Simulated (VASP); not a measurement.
Here is a VASP 6.6.1 calculation.

File INCAR:

```
SYSTEM = Be
  PREC = Accurate
  ENCUT = 520
  EDIFF = 1E-6
  ISMEAR = 0
  SIGMA = 0.15
  LREAL = .False.
  LASPH = .True.
  NELM = 60
  ALGO = Fast
  ISIF = 2
  LWAVE = .False.
  LCHARG = .True.
  GGA = PE
  IVDW = 12
  LELF = .True.
  LVHAR = .True.
  NBANDS = 9
```

KPOINTS

```
regular mesh
0
Gamma
  24 24 12
  0 0 0
```

File POSCAR:

```
Be
1.0
    2.2141966284      0.0000000000      0.0000000000
   -1.1070983142      1.9175505292      0.0000000000
    0.0000000000      0.0000000000      3.5001053904
Be
2
Direct
    0.3277112886      0.7391549781      0.2500000000
    0.6722887114      0.2608450219      0.7500000000
```

Potentials or basis: VASP PAW PBE potentials, release 64 (Be).

Run with:

```console
$ cat potpaw_PBE.64/Be/POTCAR > POTCAR
$ mpirun -np 1 vasp_std > vasp.out
```

**Question.** What does it give for the dispersion energy per atom?

**Answer.** -0.379 eV.

**Question.** Estimate the largest force.

**Answer.** 1.181 eV/Å.

Forces on the atoms (eV/Å):
```
Be   0.213 -1.161  0.000
Be  -0.213  1.161  0.000
```

Caveat: the cell differs from its parent crystal (atoms displaced along several vibrational modes); forces of over 1 eV/Å act on the atoms, so gaps and moduli don't describe the material at rest.
